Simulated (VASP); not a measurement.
A run of VASP 6.6.1 is set up as follows.

The input INCAR:

```
SYSTEM = Si3N4
PREC = Accurate
ENCUT = 520
EDIFF = 1E-7
ISMEAR = -1
SIGMA = 0.02
LREAL = .False.
LASPH = .True.
NELM = 60
ALGO = Normal
ISIF = 2
LWAVE = .False.
LCHARG = .False.
GGA = PE
NBANDS = 45
```

File KPOINTS:

```
regular mesh
0
Gamma
  4 4 10
  0 0 0
```

The input POSCAR:

```
Si3N4
1.0
    7.5950000000      0.0000000000      0.0000000000
   -3.7975000000      6.5774629417      0.0000000000
    0.0000000000      0.0000000000      2.9313230000
Si N
6 8
Direct
    0.7681671714      0.1738969590      0.3256297327
    0.5942702124      0.7681671714      0.8256297327
    0.8261030410      0.5942702124      0.3256297327
    0.2318328286      0.8261030410      0.8256297327
    0.4057297876      0.2318328286      0.3256297327
    0.1738969590      0.4057297876      0.8256297327
    0.0306297627      0.3298008948      0.3256314874
    0.7008288678      0.0306297627      0.8256314874
    0.6701991052      0.7008288678      0.3256314874
    0.9693702373      0.6701991052      0.8256314874
    0.2991711322      0.9693702373      0.3256314874
    0.3298008948      0.2991711322      0.8256314874
    0.3333333333      0.6666666667     -0.1743836600
    0.6666666667      0.3333333333      0.3256163400
```

Potentials or basis: VASP PAW PBE potentials, release 64 (Si, N).

The run is started by

```console
$ cat potpaw_PBE.64/Si/POTCAR potpaw_PBE.64/N/POTCAR > POTCAR
$ mpirun -np 1 vasp_std > vasp.out
```

Q: Predict the band gap on the k mesh.

A: 4.14 eV (least direct gap 4.40 eV).

Q: Predict the largest force.

A: 0.013 eV/Å.

Q: What does it give for the pressure?

A: 3.6 GPa.

Forces on the atoms (eV/Å):
```
Si  -0.005 -0.012  0.000
Si   0.008 -0.010  0.000
Si   0.013  0.002  0.000
Si   0.005  0.012  0.000
Si  -0.008  0.010  0.000
Si  -0.013 -0.002  0.000
N    0.009  0.002  0.000
N    0.003  0.009  0.000
N   -0.006  0.007  0.000
N   -0.009 -0.002  0.000
N   -0.003 -0.009  0.000
N    0.006 -0.007  0.000
N    0.000  0.000  0.000
N    0.000  0.000  0.000
```

Caveat: the cell differs from its parent crystal (z stretched by +1 %, then relaxed in part); the cell stands under pressure. A k mesh can miss the band edges.
